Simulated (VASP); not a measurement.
# SnO (Cmce) in VASP: single point with PBE+D3(BJ)

Aim: the single point of SnO with PBE+D3(BJ).

Program: VASP 6.6.1. These are calculated values, not measurements. Logs are shortened: lines on timing, memory, paths and dates and some standing lists are left out, and cuts for length are marked.

## 1. The cell of the first run

The typed cell holds 8 atoms: a = 3.836 Å, b = 3.836 Å, c = 9.518 Å, α = 90.00°, β = 90.00°, γ = 90.00°.

## 2. Single point, PBE+D3(BJ)

Contents of INCAR:

```
SYSTEM = SnO
PREC     = Accurate       ! precision mode
ENCUT    = 520            ! plane-wave cutoff, eV
EDIFF    = 1E-6           ! SCF threshold, eV
ISMEAR   = 0              ! smearing method
SIGMA    = 0.1            ! smearing width, eV
LREAL    = .FALSE.        ! projectors in reciprocal space
LASPH    = .TRUE.         ! aspherical terms in the spheres
NELM     = 80             ! most SCF steps
ALGO     = Normal         ! electronic algorithm
ISIF     = 2              ! what is computed and relaxed
LWAVE    = .FALSE.        ! write WAVECAR
LCHARG   = .TRUE.         ! write CHGCAR
GGA      = PE             ! functional
IVDW     = 12             ! dispersion correction
LELF     = .TRUE.         ! ELF
LVHAR    = .TRUE.       
NBANDS   = 50             ! bands
```

Contents of KPOINTS:

```
regular mesh
0
G
  10 10 4
  0 0 0
```

Contents of POSCAR:

```
SnO
1.0
    2.7125065962     -2.7124990668      0.0000000000
    2.7125065962      2.7124990668      0.0000000000
    0.0000000000      0.0000000000      9.5178537741
Sn O
4 4
Direct
   -0.0001097351      0.0001097351      0.0002320388
    0.0001097351     -0.0001097351      0.5002320388
    0.5001270357      0.4998729643      0.2567722394
    0.4998729643      0.5001270357      0.7567722394
    1.0001763136      0.4998146495      0.3784978609
   -0.0001763136      0.5001853505      0.8784978609
    0.5001853505     -0.0001763136      0.3784978609
    0.4998146495      1.0001763136      0.8784978609
```

Potentials or basis: VASP PAW PBE potentials, release 64 (Sn_d, O).

Run with:

```sh
cat potpaw_PBE.64/Sn_d/POTCAR potpaw_PBE.64/O/POTCAR > POTCAR
mpirun -np 1 vasp_std > vasp.out
```

OUTCAR:

```text
SYSTEM = SnO
   PREC = Accurate
   ENCUT = 520
   EDIFF = 1E-6
   ISMEAR = 0
   LREAL = .FALSE.
   LASPH = .TRUE.
   NELM = 80
   ISIF = 2
   GGA = PE
   IVDW = 12
 IVDW          = 12

 ion  position               nearest neighbor table
   1  1.000  0.000  0.000-   6 2.24   8 2.24   6 2.24   8 2.24   4 3.57   4 3.57   4 3.57   4 3.57
                             3 3.65   3 3.65   3 3.65   3 3.65
   2  0.000  1.000  0.500-   5 2.24   7 2.24   7 2.24   5 2.24   3 3.57   3 3.57   3 3.57   3 3.57
                             4 3.65   4 3.65   4 3.65   4 3.65
   3  0.500  0.500  0.257-   5 2.24   7 2.24   5 2.24   7 2.24   2 3.57   2 3.57   2 3.57   2 3.57
                             1 3.65   1 3.65   1 3.65   1 3.65
   4  0.500  0.500  0.757-   6 2.24   8 2.24   8 2.24   6 2.24   1 3.57   1 3.57   1 3.57   1 3.57
                             2 3.65   2 3.65   2 3.65   2 3.65
   5  0.000  0.500  0.378-   2 2.24   3 2.24   3 2.24   2 2.24
   6  1.000  0.500  0.878-   1 2.24   4 2.24   4 2.24   1 2.24
   7  0.500  1.000  0.378-   2 2.24   3 2.24   3 2.24   2 2.24
   8  0.500  0.000  0.878-   1 2.24   4 2.24   4 2.24   1 2.24

  LATTYP: Found a simple tetragonal cell.
 ALAT       =     3.8360582923
 C/A-ratio  =     2.4811546251

  Lattice vectors:

 A1 = (   2.7125065962,  -2.7124990668,   0.0000000000)
 A2 = (   2.7125065962,   2.7124990668,   0.0000000000)
 A3 = (   0.0000000000,   0.0000000000,   9.5178537741)

Analysis of symmetry for initial positions (statically):
=====================================================================
 Subroutine PRICEL returns:
 Original cell was already a primitive cell.

 Routine SETGRP: Setting up the symmetry group for a
 simple tetragonal supercell.

 Subroutine GETGRP returns: Found  4 space group operations
 (whereof  2 operations were pure point group operations)
 out of a pool of 16 trial point group operations.

The static configuration has the point symmetry C_1h.
 The point group associated with its full space group is C_2v.

Analysis of symmetry for dynamics (positions and initial velocities):
=====================================================================
 Subroutine PRICEL returns:
 Original cell was already a primitive cell.

 Routine SETGRP: Setting up the symmetry group for a
 simple tetragonal supercell.

 Subroutine GETGRP returns: Found  4 space group operations
 (whereof  2 operations were pure point group operations)
 out of a pool of 16 trial point group operations.

The dynamic configuration has the point symmetry C_1h.
 The point group associated with its full space group is C_2v.

 Subroutine INISYM returns: Found  4 space group operations
 (whereof  2 operations are pure point group operations),
 and found     1 'primitive' translations

----------------------------------------------------------------------------------------

                                     Primitive cell

  volume of cell :     140.0585

  direct lattice vectors                    reciprocal lattice vectors
     2.712506596 -2.712499067  0.000000000     0.184331349 -0.184331861  0.000000000
     2.712506596  2.712499067  0.000000000     0.184331349  0.184331861  0.000000000
     0.000000000  0.000000000  9.517853774     0.000000000  0.000000000  0.105065703

  length of vectors
     3.836058292  3.836058292  9.517853774     0.260684256  0.260684256  0.105065703

  position of ions in fractional coordinates (direct lattice)
     0.999890265  0.000109735  0.000232039
     0.000109735  0.999890265  0.500232039
     0.500127036  0.499872964  0.256772239
     0.499872964  0.500127036  0.756772239
     0.000176314  0.499814650  0.378497861
     0.999823686  0.500185350  0.878497861
     0.500185350  0.999823686  0.378497861
     0.499814650  0.000176314  0.878497861

  ion indices of the primitive-cell ions
   primitive index   ion index
                 1           1
                 2           2
                 3           3
                 4           4
                 5           5
                 6           6
                 7           7
                 8           8

----------------------------------------------------------------------------------------

 KPOINTS: regular mesh

Automatic generation of k-mesh.
 Grid dimensions read from file:
 generate k-points for:   10   10    4

 Generating k-lattice:

  Cartesian coordinates                     Fractional coordinates (reciprocal lattice)
     0.018433135 -0.018433186  0.000000000     0.100000000  0.000000000  0.000000000
     0.018433135  0.018433186  0.000000000     0.000000000  0.100000000  0.000000000
     0.000000000  0.000000000  0.026266426     0.000000000  0.000000000  0.250000000

  Length of vectors
     0.026068426  0.026068426  0.026266426

  Shift w.r.t. Gamma in fractional coordinates (k-lattice)
     0.000000000  0.000000000  0.000000000

 Subroutine IBZKPT returns following result:
 ===========================================

 Found     93 irreducible k-points:

 Following reciprocal coordinates:
            Coordinates               Weight
  0.000000  0.000000  0.000000      1.000000
  0.100000  0.000000  0.000000      4.000000
  0.200000  0.000000  0.000000      4.000000
  0.300000  0.000000  0.000000      4.000000
  0.400000  0.000000  0.000000      4.000000
  0.500000  0.000000  0.000000      2.000000
[... 16 lines left out ...]
  0.300000  0.300000  0.000000      2.000000
 -0.300000  0.300000  0.000000      2.000000
 [... further k-points ...]
   k-points           NKPTS =     93   k-points in BZ     NKDIM =     93   number of bands    NBANDS=     50
   number of dos      NEDOS =    301   number of ions     NIONS =      8
   total plane-waves  NPLWV =  64800
   dimension x,y,z NGX =    30 NGY =   30 NGZ =   72
   dimension x,y,z NGXF=    60 NGYF=   60 NGZF=  144
   ions per type =               4   4
   NGX,Y,Z   is equivalent  to a cutoff of  13.00, 13.00, 12.58 a.u.
   NGXF,Y,Z  is equivalent  to a cutoff of  26.00, 26.00, 25.15 a.u.
 SYSTEM =  SnO
   PREC   = accura    normal or accurate (medium, high low for compatibility)
   ISTART =      0    job   : 0-new  1-cont  2-samecut
   ICHARG =      2    charge: 1-file 2-atom 10-const
   ISPIN  =      1    spin polarized calculation?
   LNONCOLLINEAR =      F non collinear calculations
   LSORBIT =      F    spin-orbit coupling
   LASPH  =      T    aspherical Exc in radial PAW
   ENCUT  =  520.0 eV  38.22 Ry    6.18 a.u.   7.13  7.13 17.70*2*pi/ulx,y,z
   NELM   =     80;   NELMIN=  2; NELMDL= -5     # of ELM steps
   EDIFF  = 0.1E-05   stopping-criterion for ELM
   LREAL  =      F    real-space projection
   EDIFFG = 0.1E-04   stopping-criterion for IOM
   NSW    =      0    number of steps for IOM
   IBRION =     -1    ionic relax: 0-MD 1-quasi-New 2-CG
   NFREE  =      0    steps in history (QN), initial steepest desc. (CG)
   ISIF   =      2    stress and relaxation
   ISYM   =      2    0-nonsym 1-usesym 2-fastsym
   POTIM  = 0.5000    time-step for ionic-motion
   TEBEG  =    0.0;   TEEND  =   0.0 temperature during run
   PSTRESS=    0.0 pullay stress
   NELECT =      80.0000    total number of electrons
   NUPDOWN=      -1.0000    fix difference up-down
   EMIN   =  10.00;   EMAX   =-10.00  energy-range for DOS
   EFERMI =   0.00;   METHOD = LEGACY
   ISMEAR =     0;   SIGMA  =   0.10  broadening in eV -4-tet -1-fermi 0-gaus
   EFERMI_NEDOS =   21; number of points for ismear=-14 and -15
   IALGO  =     38    algorithm
   IMIX   =      4    mixing-type and parameters
     AMIX     =   0.40;   BMIX     =  1.00
     AMIX_MAG =   1.60;   BMIX_MAG =  1.00
  volume/ion in A,a.u.               =      17.51       118.15
  Fermi-wavevector in a.u.,A,eV,Ry     =   1.358319  2.566850 25.103154  1.845030
  Thomas-Fermi vector in A             =   2.485162
   LORBIT       =      0    0 simple, 1 ext, 2 COOP (PROOUT), +10 PAW based schemes
   GGA     = PE    functional components
   LHFCALC =     F    Hartree Fock is set to
   AEXX    =    0.0000 exact exchange contribution
   IVDW    =    12    specifies the selected vdW correction
   LEPSILON=     F    determine dielectric tensor
   LRPA    =     F    only Hartree local field effects (RPA)
 non-spin polarized calculation
 Gauss-broadening in eV      SIGMA  =   0.10
  energy-cutoff  :      520.00
  volume of cell :      140.06
 maximum number of plane-waves:      3804
 NGX is ok and might be reduce to    30
   NGX = 15   NGY = 15   NGZ = 35

 number of electron      80.0000041 magnetization

 Free energy of the ion-electron system (eV)
  ---------------------------------------------------
  ext. energy  EPLUGINS =         0.00000000
  ---------------------------------------------------
  free energy    TOTEN  =       -45.37777726 eV

  energy without entropy =      -45.37664025  energy(sigma->0) =      -45.37720876

 E-fermi :   7.1642     XC(G=0): -10.2807

 val. band max:        7.1009314112   @ k =   0.1000   0.0000   0.0000
 cond. band min:       7.3506015193   @ k =   0.5000   0.5000   0.2500
 fundamental gap:      0.2496701081
 Fermi energy:         7.1641631019

 k-point     1 :       0.0000    0.0000    0.0000
  band No.  band energies     occupation
      1     -14.8279      2.00000
      2     -14.8069      2.00000
      3     -14.4464      2.00000
      4     -14.4349      2.00000
      5     -14.4349      2.00000
      6     -14.4256      2.00000
[... 42 lines left out ...]
     49      12.9657      0.00000
     50      12.9658      0.00000

 k-point     2 :       0.1000    0.0000    0.0000
  band No.  band energies     occupation
      1     -14.8222      2.00000
      2     -14.8035      2.00000
      3     -14.4458      2.00000
      4     -14.4332      2.00000
      5     -14.4322      2.00000
      6     -14.4242      2.00000
[... 42 lines left out ...]
     49      12.7182      0.00000
     50      13.0128      0.00000

 k-point     3 :       0.2000    0.0000    0.0000
  band No.  band energies     occupation
      1     -14.8058      2.00000
      2     -14.7936      2.00000
      3     -14.4930      2.00000
      4     -14.4572      2.00000
      5     -14.4276      2.00000
      6     -14.4246      2.00000
[... 42 lines left out ...]
     49      12.5184      0.00000
     50      13.1266      0.00000

 k-point     4 :       0.3000    0.0000    0.0000
  band No.  band energies     occupation
      1     -14.7801      2.00000
      2     -14.7776      2.00000
      3     -14.5783      2.00000
      4     -14.5439      2.00000
      5     -14.4275      2.00000
      6     -14.4185      2.00000
[... 999 lines left out ...]
 k-point    23 :       0.3000    0.3000    0.0000
  band No.  band energies     occupation
      1     -14.7738      2.00000
      2     -14.7607      2.00000
      3     -14.6567      2.00000
      4     -14.6528      2.00000
      5     -14.4197      2.00000
      6     -14.4182      2.00000
[... 42 lines left out ...]
     49      12.6998      0.00000
     50      13.9694      0.00000

 k-point    24 :      -0.3000    0.3000    0.0000
  band No.  band energies     occupation
      1     -14.7738      2.00000
      2     -14.7607      2.00000
      3     -14.6567      2.00000
      4     -14.6528      2.00000
      5     -14.4197      2.00000
      6     -14.4182      2.00000
[... 42 lines left out ...]
     49      12.6998      0.00000
     50      13.9952      0.00000

 [... further k-points ...]

------------------------ aborting loop because EDIFF is reached ----------------------------------------

 Edisp (eV)   -1.87978

 E8    (eV) :    -0.8157

  FORCE on cell =-STRESS in cart. coord.  units (eV):
  Direction    XX          YY          ZZ          XY          YZ          ZX
  --------------------------------------------------------------------------------------
  -------------------------------------------------------------------------------------
  Total       0.18473     0.18521     0.18580     0.00000     0.00000     0.00000
  in kB       2.11315     2.11873     2.12548     0.00000     0.00000     0.00000
  external pressure =        2.12 kB  Pullay stress =        0.00 kB

 VOLUME and BASIS-vectors are now :
 -----------------------------------------------------------------------------
  energy-cutoff  :      520.00
  volume of cell :      140.06
      direct lattice vectors                 reciprocal lattice vectors
     2.712506596 -2.712499067  0.000000000     0.184331349 -0.184331861  0.000000000
     2.712506596  2.712499067  0.000000000     0.184331349  0.184331861  0.000000000
     0.000000000  0.000000000  9.517853774     0.000000000  0.000000000  0.105065703

 POSITION                                       TOTAL-FORCE (eV/Angst)
 -----------------------------------------------------------------------------------
      2.71251     -2.71190      0.00221         0.000000      0.000951      0.084035
      2.71251      2.71190      4.76114         0.000000     -0.000951      0.084035
      2.71251     -0.00069      2.44392         0.000000     -0.000369     -0.084590
      2.71251      0.00069      7.20285         0.000000      0.000369     -0.084590
      1.35623      1.35527      3.60249         0.000357      0.001659      0.000278
      4.06878     -1.35527      8.36141        -0.000357     -0.001659      0.000278
      4.06878      1.35527      3.60249        -0.000357      0.001659      0.000278
      1.35623     -1.35527      8.36141         0.000357     -0.001659      0.000278
 -----------------------------------------------------------------------------------
    total drift:                                0.000000      0.000000     -0.000080

  FREE ENERGIE OF THE ION-ELECTRON SYSTEM (eV)
  ---------------------------------------------------
  free  energy   TOTEN  =       -47.2575526484 eV

  energy  without entropy=      -47.2564156353  energy(sigma->0) =      -47.25698414
```

Wall time 6.8 min (1 thread of AMD EPYC 9R14 (Zen 4), shared host); peak memory 0.54 GiB.

What came out:

- Free energy: -47.2576 eV
- Pressure: 0.2 GPa
- Largest force: 0.085 eV/Å
- Band gap on the k mesh: zero (filled and empty bands touch)
- Dispersion energy per atom: -0.235 eV

Forces on the atoms (eV/Å):
```
Sn   0.000  0.001  0.084
Sn   0.000 -0.001  0.084
Sn   0.000  0.000 -0.085
Sn   0.000  0.000 -0.085
O    0.000  0.002  0.000
O    0.000 -0.002  0.000
O    0.000  0.002  0.000
O    0.000 -0.002  0.000
```

Levels at points of the mesh, in eV from the Fermi level:
```tsv
k point	band 38	band 39	band 40	band 41	band 42	band 43
(0.00, 0.00, 0.00)	-3.06	-2.14	-0.07	1.66	2.10	2.76
(0.50, 0.00, 0.00)	-2.73	-1.73	-1.73	2.64	2.64	3.23
(0.50, 0.50, 0.00)	-2.47	-1.92	-1.92	-0.06	-0.06	2.28
(0.00, 0.00, 0.50)	-3.12	-0.61	-0.61	1.63	1.63	3.36
(0.50, 0.00, 0.50)	-2.19	-2.19	-2.19	2.92	2.92	2.92
(0.50, 0.50, 0.50)	-2.39	-2.39	-2.39	0.85	0.85	0.85
```

Caveat: spin-orbit coupling is left out, which moves the levels of the heavy elements; pairwise dispersion overbinds metals, which lowers pressure and volume.
